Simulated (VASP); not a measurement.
# AlGeS6 (Fm-3m) in VASP: a series of runs

AlGeS6 is run at these levels: PBE; tasks: single point, relaxation of cell and atoms.

All numbers are computed with VASP 6.6.1; they aren't measurements. Logs are shortened: lines on timing, memory, paths and dates and some standing lists are left out, and cuts for length are marked.

### 1 The cell of the first run

It takes space group Fm-3m (No. 225, cubic). Conventional cell: a = 8.148 Å, b = 8.148 Å, c = 8.148 Å, α = 90.00°, β = 90.00°, γ = 90.00°. Al (site symmetry m-3m) has 12 S at 2.88 Å within 3.8 Å. Within 3.8 Å of Ge (site symmetry m-3m) lie 12 S at 2.88 Å. S (site symmetry mmm) has 2 Al at 2.88 Å and 2 Ge at 2.88 Å and 8 S at 2.88 Å within 3.8 Å.

The cell was built from a structure type or drawn by symmetry, and may not be a known phase.

### 2 Single point, PBE

Input file INCAR:

```
SYSTEM = AlGeS6
PREC = Accurate ; ENCUT = 520
EDIFF = 1E-6 ; ISMEAR = 0
SIGMA = 0.1 ; LREAL = .FALSE.
LASPH = .TRUE. ; NELM = 100
ALGO = Normal ; ISIF = 2
LWAVE = .FALSE. ; LCHARG = .FALSE.
GGA = PE ; NBANDS = 36
```

Input file KPOINTS:

```
regular mesh
0
G
  4 4 4
  0 0 0
```

Input file POSCAR:

```
AlGeS6
1.0
    0.0000000000      4.0740347706      4.0740347706
    4.0740347706      0.0000000000      4.0740347706
    4.0740347706      4.0740347706      0.0000000000
Al Ge S
1 1 6
Direct
    0.5000000000      0.5000000000      0.5000000000
    0.0000000000      0.0000000000      0.0000000000
    0.5000000000      0.0000000000      0.0000000000
    0.0000000000      0.5000000000      0.5000000000
    0.0000000000      0.5000000000      0.0000000000
    0.5000000000      0.0000000000      0.5000000000
    0.0000000000      0.0000000000      0.5000000000
    0.5000000000      0.5000000000      0.0000000000
```

Potentials or basis: VASP PAW PBE potentials, release 64 (Al, Ge_d, S).

Run with:

```
$ cat potpaw_PBE.64/Al/POTCAR potpaw_PBE.64/Ge_d/POTCAR potpaw_PBE.64/S/POTCAR > POTCAR
$ mpirun -np 1 vasp_std > vasp.out
```

OUTCAR:

```text
SYSTEM = AlGeS6
   PREC = Accurate
   ENCUT = 520
   EDIFF = 1E-6
   ISMEAR = 0
   LREAL = .FALSE.
   LASPH = .TRUE.
   NELM = 100
   ISIF = 2
   GGA = PE

 ion  position               nearest neighbor table
   1  0.500  0.500  0.500-   4 2.88   6 2.88   8 2.88   3 2.88   5 2.88   8 2.88   3 2.88   6 2.88
                             7 2.88   4 2.88   5 2.88   7 2.88
   2  0.000  0.000  0.000-
   3  0.500  0.000  0.000-   1 2.88   1 2.88
   4  0.000  0.500  0.500-   1 2.88   1 2.88
   5  0.000  0.500  0.000-   1 2.88   1 2.88
   6  0.500  0.000  0.500-   1 2.88   1 2.88
   7  0.000  0.000  0.500-   1 2.88   1 2.88
   8  0.500  0.500  0.000-   1 2.88   1 2.88

  LATTYP: Found a face centered cubic cell.
 ALAT       =     8.1480695412

  Lattice vectors:

 A1 = (   0.0000000000,   4.0740347706,   4.0740347706)
 A2 = (   4.0740347706,   0.0000000000,   4.0740347706)
 A3 = (   4.0740347706,   4.0740347706,   0.0000000000)

Analysis of symmetry for initial positions (statically):
=====================================================================
 Subroutine PRICEL returns:
 Original cell was already a primitive cell.

 Routine SETGRP: Setting up the symmetry group for a
 face centered cubic supercell.

 Subroutine GETGRP returns: Found 48 space group operations
 (whereof 48 operations were pure point group operations)
 out of a pool of 48 trial point group operations.

The static configuration has the point symmetry O_h .

Analysis of symmetry for dynamics (positions and initial velocities):
=====================================================================
 Subroutine PRICEL returns:
 Original cell was already a primitive cell.

 Routine SETGRP: Setting up the symmetry group for a
 face centered cubic supercell.

 Subroutine GETGRP returns: Found 48 space group operations
 (whereof 48 operations were pure point group operations)
 out of a pool of 48 trial point group operations.

The dynamic configuration has the point symmetry O_h .

 Subroutine INISYM returns: Found 48 space group operations
 (whereof 48 operations are pure point group operations),
 and found     1 'primitive' translations

----------------------------------------------------------------------------------------

                                     Primitive cell
[... 88 lines left out ...]
   EDIFFG = 0.1E-04   stopping-criterion for IOM
   NSW    =      0    number of steps for IOM
   IBRION =     -1    ionic relax: 0-MD 1-quasi-New 2-CG
   NFREE  =      0    steps in history (QN), initial steepest desc. (CG)
   ISIF   =      2    stress and relaxation
   ISYM   =      2    0-nonsym 1-usesym 2-fastsym
   POTIM  = 0.5000    time-step for ionic-motion
   TEBEG  =    0.0;   TEEND  =   0.0 temperature during run
   PSTRESS=    0.0 pullay stress
   NELECT =      53.0000    total number of electrons
   NUPDOWN=      -1.0000    fix difference up-down
   EMIN   =  10.00;   EMAX   =-10.00  energy-range for DOS
   EFERMI =   0.00;   METHOD = LEGACY
   ISMEAR =     0;   SIGMA  =   0.10  broadening in eV -4-tet -1-fermi 0-gaus
   EFERMI_NEDOS =   21; number of points for ismear=-14 and -15
   IALGO  =     38    algorithm
   IMIX   =      4    mixing-type and parameters
     AMIX     =   0.40;   BMIX     =  1.00
     AMIX_MAG =   1.60;   BMIX_MAG =  1.00
  volume/ion in A,a.u.               =      16.90       114.08
  Fermi-wavevector in a.u.,A,eV,Ry     =   1.198024  2.263936 19.527907  1.435261
  Thomas-Fermi vector in A             =   2.333923
   LORBIT       =      0    0 simple, 1 ext, 2 COOP (PROOUT), +10 PAW based schemes
   GGA     = PE    functional components
   LHFCALC =     F    Hartree Fock is set to
   AEXX    =    0.0000 exact exchange contribution
   IVDW    =     0    specifies the selected vdW correction
   LEPSILON=     F    determine dielectric tensor
   LRPA    =     F    only Hartree local field effects (RPA)
 non-spin polarized calculation
 Gauss-broadening in eV      SIGMA  =   0.10
  energy-cutoff  :      520.00
  volume of cell :      135.24
 maximum number of plane-waves:      3695
 NGX is ok and might be reduce to    48
   NGX = 21   NGY = 21   NGZ = 21

 number of electron      53.0000017 magnetization

 Free energy of the ion-electron system (eV)
  ---------------------------------------------------
  ext. energy  EPLUGINS =         0.00000000
  ---------------------------------------------------
  free energy    TOTEN  =       -27.12124316 eV

  energy without entropy =      -27.09486180  energy(sigma->0) =      -27.10805248

 E-fermi :   7.1852     XC(G=0): -10.8547

 val. band max:        7.1737262184   @ k =   0.5000   0.0000   0.0000
 cond. band min:       7.2215581972   @ k =   0.2500   0.0000   0.0000
 fundamental gap:      0.0478319787
 Fermi energy:         7.1852283822

 k-point     1 :       0.0000    0.0000    0.0000
  band No.  band energies     occupation
      1     -17.8642      2.00000
      2     -17.8642      2.00000
      3     -17.8642      2.00000
      4     -17.8623      2.00000
      5     -17.8623      2.00000
      6      -8.7594      2.00000
[... 301 lines left out ...]
     35      10.8904      0.00000
     36      11.0245      0.00000

------------------------ aborting loop because EDIFF is reached ----------------------------------------

  FORCE on cell =-STRESS in cart. coord.  units (eV):
  Direction    XX          YY          ZZ          XY          YZ          ZX
  --------------------------------------------------------------------------------------
  -------------------------------------------------------------------------------------
  Total       -0.1211414     -0.1211414     -0.1211414      0.0000000     -0.0000000      0.0000000
  in kB       -1.4351556     -1.4351556     -1.4351556      0.0000000     -0.0000000      0.0000000
  external PRESSURE =      -1.4351556 kB  Pullay stress =       0.0000000 kB

 VOLUME and BASIS-vectors are now :
 -----------------------------------------------------------------------------
  energy-cutoff  :      520.00
  volume of cell :      135.24
      direct lattice vectors                 reciprocal lattice vectors
     0.000000000  4.074034771  4.074034771    -0.122728457  0.122728457  0.122728457
     4.074034771  0.000000000  4.074034771     0.122728457 -0.122728457  0.122728457
     4.074034771  4.074034771  0.000000000     0.122728457  0.122728457 -0.122728457

 POSITION                                       TOTAL-FORCE (eV/Angst)
 -----------------------------------------------------------------------------------
      4.07403      4.07403      4.07403        -0.000000     -0.000000      0.000000
      0.00000      0.00000      0.00000        -0.000000     -0.000000     -0.000000
      0.00000      2.03702      2.03702         0.000000     -0.000000     -0.000000
      4.07403      2.03702      2.03702        -0.000000     -0.000000     -0.000000
      2.03702      0.00000      2.03702        -0.000000     -0.000000      0.000000
      2.03702      4.07403      2.03702        -0.000000      0.000000     -0.000000
      2.03702      2.03702      0.00000         0.000000     -0.000000     -0.000000
      2.03702      2.03702      4.07403         0.000000      0.000000      0.000000
 -----------------------------------------------------------------------------------
    total drift:                                0.000000      0.000000     -0.000000

  FREE ENERGIE OF THE ION-ELECTRON SYSTEM (eV)
  ---------------------------------------------------
  free  energy   TOTEN  =       -27.1212431567 eV

  energy  without entropy=      -27.0948618012  energy(sigma->0) =      -27.10805248
```

stdout:

```text
POSCAR found type information on POSCAR AlGeS
 POSCAR found :  3 types and       8 ions
 scaLAPACK will be used
 LDA part: xc-table for (Slater+PW92), standard interpolation
 POSCAR, INCAR and KPOINTS ok, starting setup
 FFT: planning ... GRIDC
 FFT: planning ... GRID_SOFT
 FFT: planning ... GRID
 WAVECAR not read
 entering main loop
```

Run time: 70 s. Hardware: 1 thread of Intel Xeon 8259CL, shared host; peak memory 0.32 GiB.

Results:

- Free energy: -27.1212 eV
- Pressure: -0.1 GPa
- Band gap on the k mesh: zero (an odd number of electrons rules out a gap without spin polarisation)

### 3 Relaxation of cell and atoms, PBE

This run uses another cell than the first one, of 21.72 Å³/atom.

Input file INCAR:

```
PREC = Accurate ; ENCUT = 600
EDIFF = 1E-6 ; ISMEAR = 0
SIGMA = 0.1 ; LREAL = F
LASPH = T ; NELM = 100
ALGO = Normal ; ISIF = 3
LWAVE = F ; LCHARG = F
GGA = PE ; IBRION = 2
NSW = 90 ; EDIFFG = -0.04
```

Input file KPOINTS:

```
Automatic mesh
0
Gamma
  4 4 4
```

POSCAR, as its differences from that of step 2:

```diff
@@ -2,5 +2,5 @@
 1.0
-    0.0000000000      4.0740347706      4.0740347706
-    4.0740347706      0.0000000000      4.0740347706
-    4.0740347706      4.0740347706      0.0000000000
+    0.0000000000      4.4289884100      4.4289884100
+    4.4289884100      0.0000000000      4.4289884100
+    4.4289884100      4.4289884100      0.0000000000
 Al Ge S
```

Potentials or basis: VASP PAW PBE potentials, release 64 (Al, Ge_d, S).

Run with:

```
$ cat potpaw_PBE.64/Al/POTCAR potpaw_PBE.64/Ge_d/POTCAR potpaw_PBE.64/S/POTCAR > POTCAR
$ mpirun -np 1 vasp_std > vasp.out
```

Wall time 4.2 min (1 thread of Intel Xeon 8259CL, shared host); peak memory 0.39 GiB.

The run converged. Its results:

* Free energy: -27.1248 eV
* Relaxed volume: 16.93 Å³/atom
* Relaxed cell: a = 5.764 Å, b = 5.764 Å, c = 5.764 Å, α = 60.00°, β = 60.00°, γ = 60.00°
* Space group after relaxing (to 0.1 Å): Fm-3m (No. 225)
* Energy gained by relaxing: 197.2 meV/atom
* Ionic steps: 3
* Pressure after relaxing: -0.2 GPa
* Band gap on the k mesh: zero (an odd number of electrons rules out a gap without spin polarisation)

Step by step:
| step | energy change (eV) | largest force (eV/Å) | pressure (GPa) | volume (Å³) |
| --- | --- | --- | --- | --- |
| 1 | 0.0000 | 0.0000 | -10.38 | 173.76 |
| 2 | -1.5289 | 0.0000 | -2.71 | 140.71 |
| 3 | -1.5778 | 0.0000 | -0.20 | 135.44 |

Final structure:
```xyz
8
Lattice="0.0000 4.0760 4.0760 4.0760 0.0000 4.0760 4.0760 4.0760 0.0000" Properties=species:S:1:pos:R:3 pbc="T T T"
Al    4.0760    4.0760    4.0760
Ge    0.0000    0.0000    0.0000
S     0.0000    2.0380    2.0380
S     4.0760    2.0380    2.0380
S     2.0380    0.0000    2.0380
S     2.0380    4.0760    2.0380
S     2.0380    2.0380    0.0000
S     2.0380    2.0380    4.0760
```

Levels at points of the mesh, in eV from the Fermi level:
| k point | band 24 | band 25 | band 26 | band 27 | band 28 | band 29 |
| --- | --- | --- | --- | --- | --- | --- |
| (0.00, 0.00, 0.00) | 0.49 | 0.49 | 0.49 | 1.34 | 1.34 | 1.34 |
| (0.50, 0.00, 0.00) | -1.54 | -0.17 | -0.15 | -0.01 | 0.77 | 0.77 |
| (0.50, 0.50, 0.00) | -2.71 | -2.13 | -1.34 | 0.36 | 0.36 | 0.62 |

Caveat: the volume moved by over 15 % at a fixed basis, so the end points are rough.
